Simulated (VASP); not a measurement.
# Hf (Im-3m) in VASP: a series of runs

Runs on Hf. Level: revPBE. Tasks: single point.

Program: VASP 6.6.1. These are calculated values, not measurements. Logs are shortened: lines on timing, memory, paths and dates and some standing lists are left out, and cuts for length are marked.

### 1 The cell of the first run

The structure is cubic, space group Im-3m (No. 229). Conventional cell: a = 3.574 Å, b = 3.574 Å, c = 3.574 Å, α = 90.00°, β = 90.00°, γ = 90.00°. Hf (site symmetry m-3m) has 14 Hf at 3.10 to 3.57 Å within 4.1 Å.

### 2 Single point, revPBE

Input file INCAR:

```
  ALGO = Normal
  EDIFF = 1E-6
  ENCUT = 520
  GGA = RE
  ISIF = 2
  ISMEAR = -1
  LASPH = T
  LCHARG = T
  LELF = T
  LREAL = F
  LVHAR = T
  LWAVE = F
  NBANDS = 11
  NELM = 80
  PREC = Accurate
  SIGMA = 0.1
```

Input file KPOINTS:

```
k-points
0
Gamma
  14 14 14
```

Input file POSCAR:

```
Hf
1.0
   -1.7871701070      1.7871701070      1.7871701070
    1.7871701070     -1.7871701070      1.7871701070
    1.7871701070      1.7871701070     -1.7871701070
Hf
1
Direct
    0.0000000000      0.0000000000      0.0000000000
```

Potentials or basis: VASP PAW PBE potentials, release 64 (Hf_pv).

Run with:

```bash
$ cat potpaw_PBE.64/Hf_pv/POTCAR > POTCAR
$ mpirun -np 1 vasp_std > vasp.out
```

OUTCAR:

```text
EDIFF = 1E-6
   ENCUT = 520
   GGA = RE
   ISIF = 2
   ISMEAR = -1
   LASPH = T
   LREAL = F
   NELM = 80
   PREC = Accurate

 ion  position               nearest neighbor table
   1  0.000  0.000  0.000-

  LATTYP: Found a body centered cubic cell.
 ALAT       =     3.5743402140

  Lattice vectors:

 A1 = (  -1.7871701070,   1.7871701070,   1.7871701070)
 A2 = (   1.7871701070,  -1.7871701070,   1.7871701070)
 A3 = (   1.7871701070,   1.7871701070,  -1.7871701070)

Analysis of symmetry for initial positions (statically):
=====================================================================
 Subroutine PRICEL returns:
 Original cell was already a primitive cell.

 Routine SETGRP: Setting up the symmetry group for a
 body centered cubic supercell.

 Subroutine GETGRP returns: Found 48 space group operations
 (whereof 48 operations were pure point group operations)
 out of a pool of 48 trial point group operations.

The static configuration has the point symmetry O_h .

Analysis of symmetry for dynamics (positions and initial velocities):
=====================================================================
 Subroutine PRICEL returns:
 Original cell was already a primitive cell.

 Routine SETGRP: Setting up the symmetry group for a
 body centered cubic supercell.

 Subroutine GETGRP returns: Found 48 space group operations
 (whereof 48 operations were pure point group operations)
 out of a pool of 48 trial point group operations.

The dynamic configuration has the point symmetry O_h .

 Subroutine INISYM returns: Found 48 space group operations
 (whereof 48 operations are pure point group operations),
 and found     1 'primitive' translations

----------------------------------------------------------------------------------------

                                     Primitive cell

  volume of cell :      22.8327

  direct lattice vectors                    reciprocal lattice vectors
    -1.787170107  1.787170107  1.787170107     0.000000000  0.279771913  0.279771913
     1.787170107 -1.787170107  1.787170107     0.279771913  0.000000000  0.279771913
     1.787170107  1.787170107 -1.787170107     0.279771913  0.279771913  0.000000000

  length of vectors
     3.095469427  3.095469427  3.095469427     0.395657234  0.395657234  0.395657234

  position of ions in fractional coordinates (direct lattice)
     0.000000000  0.000000000  0.000000000

  ion indices of the primitive-cell ions
   primitive index   ion index
                 1           1

----------------------------------------------------------------------------------------

 KPOINTS: k-points

Automatic generation of k-mesh.
 Grid dimensions read from file:
 generate k-points for:   14   14   14

 Generating k-lattice:

  Cartesian coordinates                     Fractional coordinates (reciprocal lattice)
     0.000000000  0.019983708  0.019983708     0.071428571  0.000000000  0.000000000
     0.019983708  0.000000000  0.019983708     0.000000000  0.071428571  0.000000000
     0.019983708  0.019983708  0.000000000     0.000000000  0.000000000  0.071428571

  Length of vectors
     0.028261231  0.028261231  0.028261231

  Shift w.r.t. Gamma in fractional coordinates (k-lattice)
     0.000000000  0.000000000  0.000000000

 Subroutine IBZKPT returns following result:
 ===========================================

 Found    104 irreducible k-points:

 Following reciprocal coordinates:
            Coordinates               Weight
  0.000000  0.000000  0.000000      1.000000
  0.071429  0.000000  0.000000     12.000000
  0.142857  0.000000  0.000000     12.000000
  0.214286  0.000000  0.000000     12.000000
  0.285714  0.000000  0.000000     12.000000
  0.357143  0.000000  0.000000     12.000000
[... 16 lines left out ...]
  0.285714  0.285714  0.000000     24.000000
  0.357143  0.285714  0.000000     24.000000
 [... further k-points ...]
   k-points           NKPTS =    104   k-points in BZ     NKDIM =    104   number of bands    NBANDS=     11
   number of dos      NEDOS =    301   number of ions     NIONS =      1
   total plane-waves  NPLWV =  13824
   dimension x,y,z NGX =    24 NGY =   24 NGZ =   24
   dimension x,y,z NGXF=    48 NGYF=   48 NGZF=   48
   ions per type =               1
   NGX,Y,Z   is equivalent  to a cutoff of  12.89, 12.89, 12.89 a.u.
   NGXF,Y,Z  is equivalent  to a cutoff of  25.78, 25.78, 25.78 a.u.
 SYSTEM =  unknown system
   PREC   = accura    normal or accurate (medium, high low for compatibility)
   ISTART =      0    job   : 0-new  1-cont  2-samecut
   ICHARG =      2    charge: 1-file 2-atom 10-const
   ISPIN  =      1    spin polarized calculation?
   LNONCOLLINEAR =      F non collinear calculations
   LSORBIT =      F    spin-orbit coupling
   LASPH  =      T    aspherical Exc in radial PAW
   ENCUT  =  520.0 eV  38.22 Ry    6.18 a.u.   5.76  5.76  5.76*2*pi/ulx,y,z
   NELM   =     80;   NELMIN=  2; NELMDL= -5     # of ELM steps
   EDIFF  = 0.1E-05   stopping-criterion for ELM
   LREAL  =      F    real-space projection
   EDIFFG = 0.1E-04   stopping-criterion for IOM
   NSW    =      0    number of steps for IOM
   IBRION =     -1    ionic relax: 0-MD 1-quasi-New 2-CG
   NFREE  =      0    steps in history (QN), initial steepest desc. (CG)
   ISIF   =      2    stress and relaxation
   ISYM   =      2    0-nonsym 1-usesym 2-fastsym
   POTIM  = 0.5000    time-step for ionic-motion
   TEBEG  =    0.0;   TEEND  =   0.0 temperature during run
   PSTRESS=    0.0 pullay stress
   NELECT =      10.0000    total number of electrons
   NUPDOWN=      -1.0000    fix difference up-down
   EMIN   =  10.00;   EMAX   =-10.00  energy-range for DOS
   EFERMI =   0.00;   METHOD = LEGACY
   ISMEAR =    -1;   SIGMA  =   0.10  broadening in eV -4-tet -1-fermi 0-gaus
   EFERMI_NEDOS =   21; number of points for ismear=-14 and -15
   IALGO  =     38    algorithm
   IMIX   =      4    mixing-type and parameters
     AMIX     =   0.40;   BMIX     =  1.00
     AMIX_MAG =   1.60;   BMIX_MAG =  1.00
  volume/ion in A,a.u.               =      22.83       154.08
  Fermi-wavevector in a.u.,A,eV,Ry     =   1.243242  2.349386 21.029848  1.545650
  Thomas-Fermi vector in A             =   2.377561
   LORBIT       =      0    0 simple, 1 ext, 2 COOP (PROOUT), +10 PAW based schemes
   GGA     = RE    functional components
   LHFCALC =     F    Hartree Fock is set to
   AEXX    =    0.0000 exact exchange contribution
   IVDW    =     0    specifies the selected vdW correction
   LEPSILON=     F    determine dielectric tensor
   LRPA    =     F    only Hartree local field effects (RPA)
 non-spin polarized calculation
  energy-cutoff  :      520.00
  volume of cell :       22.83
 maximum number of plane-waves:       630
   NGX = 11   NGY = 11   NGZ = 11

 number of electron      10.0000002 magnetization

 Free energy of the ion-electron system (eV)
  ---------------------------------------------------
  ext. energy  EPLUGINS =         0.00000000
  ---------------------------------------------------
  free energy    TOTEN  =        -9.43245985 eV

  energy without entropy =       -9.36608976  energy(sigma->0) =       -9.39927481

 E-fermi :   4.5099     XC(G=0): -11.1458

 val. band max:        4.4970608308   @ k =   0.1429   0.1429   0.0714
 cond. band min:       4.5105099920   @ k =   0.2857   0.2143   0.0000
 fundamental gap:      0.0134491612
 Fermi energy:         4.5098835911

 k-point     1 :       0.0000    0.0000    0.0000
  band No.  band energies     occupation
      1     -25.4317      2.00000
      2     -25.4317      2.00000
      3     -25.4317      2.00000
      4      -2.4570      2.00000
      5       6.0470      0.00000
      6       6.0470      0.00000
      7       6.0470      0.00000
      8       8.7630      0.00000
      9       8.7630      0.00000
     10      17.6670      0.00000
     11      17.6670      0.00000

 k-point     2 :       0.0714    0.0000    0.0000
  band No.  band energies     occupation
      1     -25.4718      2.00000
      2     -25.4443      2.00000
      3     -25.4318      2.00000
      4      -2.2733      2.00000
      5       5.9170      0.00000
      6       5.9947      0.00000
      7       6.2276      0.00000
      8       8.5568      0.00000
      9       8.7610      0.00000
     10      17.8410      0.00000
     11      18.0072      0.00000

 k-point     3 :       0.1429    0.0000    0.0000
  band No.  band energies     occupation
      1     -25.5827      2.00000
      2     -25.4793      2.00000
      3     -25.4322      2.00000
      4      -1.7461      2.00000
      5       5.5787      0.00005
      6       5.7612      0.00001
      7       6.7615      0.00000
      8       8.2349      0.00000
      9       8.7739      0.00000
     10      17.7535      0.00000
     11      18.1984      0.00000

 k-point     4 :       0.2143    0.0000    0.0000
  band No.  band energies     occupation
      1     -25.7390      2.00000
      2     -25.5296      2.00000
      3     -25.4328      2.00000
      4      -0.9535      2.00000
      5       5.1434      0.00354
      6       5.3088      0.00068
      7       7.6239      0.00000
      8       8.1873      0.00000
      9       8.8426      0.00000
     10      17.7507      0.00000
     11      18.1131      0.00000

 k-point     5 :       0.2857    0.0000    0.0000
  band No.  band energies     occupation
      1     -25.9075      2.00000
      2     -25.5847      2.00000
      3     -25.4335      2.00000
      4      -0.0493      2.00000
      5       4.7161      0.22558
      6       4.8893      0.04400
      7       8.3842      0.00000
      8       8.7656      0.00000
      9       8.9966      0.00000
     10      17.1874      0.00000
     11      17.6958      0.00000

 k-point     6 :       0.3571    0.0000    0.0000
  band No.  band energies     occupation
      1     -26.0551      2.00000
      2     -25.6339      2.00000
      3     -25.4342      2.00000
      4       0.7117      2.00000
      5       4.3695      1.60556
      6       4.8279      0.07986
      7       8.6030      0.00000
      8       9.2270      0.00000
      9      10.0877      0.00000
     10      16.0517      0.00000
     11      16.1456      0.00000

 k-point     7 :       0.4286    0.0000    0.0000
  band No.  band energies     occupation
      1     -26.1550      2.00000
      2     -25.6676      2.00000
      3     -25.4346      2.00000
      4       1.1106      2.00000
      5       4.1468      1.94840
      6       5.1933      0.00215
      7       8.6482      0.00000
      8       9.4612      0.00000
      9      11.3498      0.00000
     10      14.8945      0.00000
     11      15.1908      0.00000

 k-point     8 :       0.5000    0.0000    0.0000
  band No.  band energies     occupation
      1     -26.1903      2.00000
      2     -25.6796      2.00000
      3     -25.4348      2.00000
      4       1.2099      2.00000
      5       4.0702      1.97566
      6       5.4743      0.00013
      7       8.5875      0.00000
      8       9.5664      0.00000
      9      11.9521      0.00000
     10      14.4443      0.00000
     11      14.8668      0.00000
[... 141 lines left out ...]
 k-point    19 :       0.4286    0.1429    0.0000
  band No.  band energies     occupation
      1     -26.1422      2.00000
      2     -25.7290      2.00000
      3     -25.4841      2.00000
      4       1.7453      2.00000
      5       4.0851      1.97183
      6       4.9519      0.02378
      7       8.3991      0.00000
      8       9.7090      0.00000
      9      12.5118      0.00000
     10      13.5142      0.00000
     11      15.9045      0.00000

 k-point    20 :       0.2143    0.2143    0.0000
  band No.  band energies     occupation
      1     -26.0134      2.00000
      2     -25.6697      2.00000
      3     -25.4978      2.00000
      4       1.2772      2.00000
      5       4.0867      1.97137
      6       4.5873      0.63131
      7       8.1374      0.00000
      8       9.4581      0.00000
      9      10.6598      0.00000
     10      15.4782      0.00000
     11      17.7585      0.00000

 k-point    21 :       0.2857    0.2143    0.0000
  band No.  band energies     occupation
      1     -26.0627      2.00000
      2     -25.7452      2.00000
      3     -25.5081      2.00000
      4       1.9860      2.00000
      5       3.9199      1.99454
      6       4.5105      0.99687
      7       8.4062      0.00000
      8       9.4165      0.00000
      9      11.9949      0.00000
     10      14.0117      0.00000
     11      17.2642      0.00000

 k-point    22 :       0.3571    0.2143    0.0000
  band No.  band energies     occupation
      1     -26.0833      2.00000
      2     -25.7951      2.00000
      3     -25.5123      2.00000
      4       2.2893      2.00000
      5       3.9924      1.98875
      6       4.5160      0.96934
      7       8.5117      0.00000
      8       9.5626      0.00000
      9      12.8053      0.00000
     10      13.1112      0.00000
     11      16.4105      0.00000

 k-point    23 :       0.2857    0.2857    0.0000
  band No.  band energies     occupation
      1     -26.0419      2.00000
      2     -25.8398      2.00000
      3     -25.5220      2.00000
      4       2.6405      2.00000
      5       3.7901      1.99850
      6       4.3573      1.64266
      7       8.7283      0.00000
      8       9.3200      0.00000
      9      12.5671      0.00000
     10      13.3755      0.00000
     11      16.4384      0.00000

 k-point    24 :       0.3571    0.2857    0.0000
  band No.  band energies     occupation
      1     -26.0125      2.00000
      2     -25.8963      2.00000
      3     -25.5260      2.00000
      4       2.8816      2.00000
      5       3.9041      1.99533
      6       4.1507      1.94638
      7       8.8994      0.00000
      8       9.3848      0.00000
      9      11.8666      0.00000
     10      14.2599      0.00000
     11      15.6514      0.00000

 [... further k-points ...]
[... 5 lines left out ...]
  --------------------------------------------------------------------------------------
  -------------------------------------------------------------------------------------
  Total       -0.0544967     -0.0544967     -0.0544967     -0.0000000     -0.0000000     -0.0000000
  in kB       -3.8240431     -3.8240431     -3.8240431     -0.0000000     -0.0000000     -0.0000000
  external PRESSURE =      -3.8240431 kB  Pullay stress =       0.0000000 kB

 VOLUME and BASIS-vectors are now :
 -----------------------------------------------------------------------------
  energy-cutoff  :      520.00
  volume of cell :       22.83
      direct lattice vectors                 reciprocal lattice vectors
    -1.787170107  1.787170107  1.787170107     0.000000000  0.279771913  0.279771913
     1.787170107 -1.787170107  1.787170107     0.279771913  0.000000000  0.279771913
     1.787170107  1.787170107 -1.787170107     0.279771913  0.279771913  0.000000000

 POSITION                                       TOTAL-FORCE (eV/Angst)
 -----------------------------------------------------------------------------------
      0.00000      0.00000      0.00000         0.000000      0.000000      0.000000
 -----------------------------------------------------------------------------------
    total drift:                                0.000000      0.000000      0.000000

  FREE ENERGIE OF THE ION-ELECTRON SYSTEM (eV)
  ---------------------------------------------------
  free  energy   TOTEN  =        -9.4324598484 eV

  energy  without entropy=       -9.3660897649  energy(sigma->0) =       -9.39927481
```

Wall time 14 s (1 thread of Intel Xeon Platinum 8259CL at 2.50GHz (Skylake/Cascade Lake), shared host); peak memory 0.15 GiB.

What came out:

```
Free energy            : -9.4325 eV
Pressure               : -0.4 GPa
Band gap on the k mesh : zero (band 5 reaches 6.05 eV, above the bottom of band 6 at 3.76 eV)
```

Caveat: the PAW data sets were made with another functional, which shifts forces and pressure a little; spin-orbit coupling is left out, which moves the levels of the heavy elements.

### 3 Single point, revPBE (volume scaled by 1.04)

Input file INCAR:

```
PREC     = Accurate       # precision mode
ENCUT    = 520            # plane-wave cutoff, eV
EDIFF    = 1E-6           # SCF threshold, eV
ISMEAR   = -1             # smearing method
SIGMA    = 0.1            # smearing width, eV
LREAL    = F              # projectors in reciprocal space
LASPH    = T              # aspherical terms in the spheres
NELM     = 80             # most SCF steps
ALGO     = Normal         # electronic algorithm
ISIF     = 2              # what is computed and relaxed
LWAVE    = F              # write WAVECAR
LCHARG   = F              # write CHGCAR
GGA      = RE             # functional
NBANDS   = 11             # bands
```

Input file KPOINTS:

```
regular mesh
0
Gamma
  14 14 14
```

Input file POSCAR:

```
Hf
1.0
   -1.8106882002      1.8106882002      1.8106882002
    1.8106882002     -1.8106882002      1.8106882002
    1.8106882002      1.8106882002     -1.8106882002
Hf
1
Direct
    0.0000000000      0.0000000000      0.0000000000
```

Potentials or basis: VASP PAW PBE potentials, release 64 (Hf_pv).

Run with:

```bash
$ cat potpaw_PBE.64/Hf_pv/POTCAR > POTCAR
$ mpirun -np 1 vasp_std > vasp.out
```

It took 14 s on 1 thread of Intel Xeon Platinum 8259CL at 2.50GHz (Skylake/Cascade Lake), shared host; peak memory 0.16 GiB.

It converged, with:

```
Free energy            : -9.4201 eV
Pressure               : -3.9 GPa
Band gap on the k mesh : zero (band 5 reaches 5.76 eV, above the bottom of band 6 at 3.53 eV)
```

Levels at points of the mesh, in eV from the Fermi level:
```tsv
k point	band 3	band 4	band 5	band 6	band 7	band 8
(0.00, 0.00, 0.00)	-30.11	-6.85	1.49	1.49	1.49	4.10
(0.50, 0.00, 0.00)	-30.11	-3.19	-0.39	0.83	3.91	4.85
(0.50, 0.50, 0.50)	-30.57	-2.33	-2.33	6.34	6.34	6.34
```

Caveat: the PAW data sets were made with another functional, which shifts forces and pressure a little; spin-orbit coupling is left out, which moves the levels of the heavy elements.

### 4 Single point, revPBE (volume scaled by 1.08)

Input file INCAR:

```
SYSTEM = Hf
PREC = Accurate
ENCUT = 520
EDIFF = 1E-7
ISMEAR = -1
SIGMA = 0.1
LREAL = .False.
LASPH = .True.
NELM = 60
ALGO = Normal
ISIF = 2
LWAVE = .False.
LCHARG = .False.
GGA = RE
NBANDS = 11
```

Input file KPOINTS:

```
regular mesh
0
Gamma
  14 14 14
  0 0 0
```

Input file POSCAR:

```
Hf
1.0
   -1.8336107374      1.8336107374      1.8336107374
    1.8336107374     -1.8336107374      1.8336107374
    1.8336107374      1.8336107374     -1.8336107374
Hf
1
Direct
    0.0000000000      0.0000000000      0.0000000000
```

Run with:

```bash
$ cat potpaw_PBE.64/Hf_pv/POTCAR > POTCAR
$ mpirun -np 1 vasp_std > vasp.out
```

Run time: 15 s. Hardware: 1 thread of Intel Xeon Platinum 8259CL at 2.50GHz (Skylake/Cascade Lake), shared host; peak memory 0.15 GiB.

Results (log left out):

| Quantity | Value |
| --- | --- |
| Free energy | -9.3894 eV |
| Pressure | -6.8 GPa |
| Band gap on the k mesh | zero (band 5 reaches 5.48 eV, above the bottom of band 6 at 3.31 eV) |

Levels at points of the mesh, in eV from the Fermi level:
```csv
k point,band 2,band 3,band 4,band 5,band 6,band 7,band 8,band 9
"(0.00, 0.00, 0.00)",-30.26,-30.26,-6.73,1.45,1.45,1.45,3.95,3.95
"(0.50, 0.00, 0.00)",-30.46,-30.26,-3.10,-0.34,0.71,3.74,4.65,6.77
"(0.50, 0.50, 0.50)",-30.68,-30.68,-2.19,-2.19,6.07,6.07,6.07,6.48
```

Caveat: the PAW data sets were made with another functional, which shifts forces and pressure a little; spin-orbit coupling is left out, which moves the levels of the heavy elements.

(Continued in part 2 of 2.)
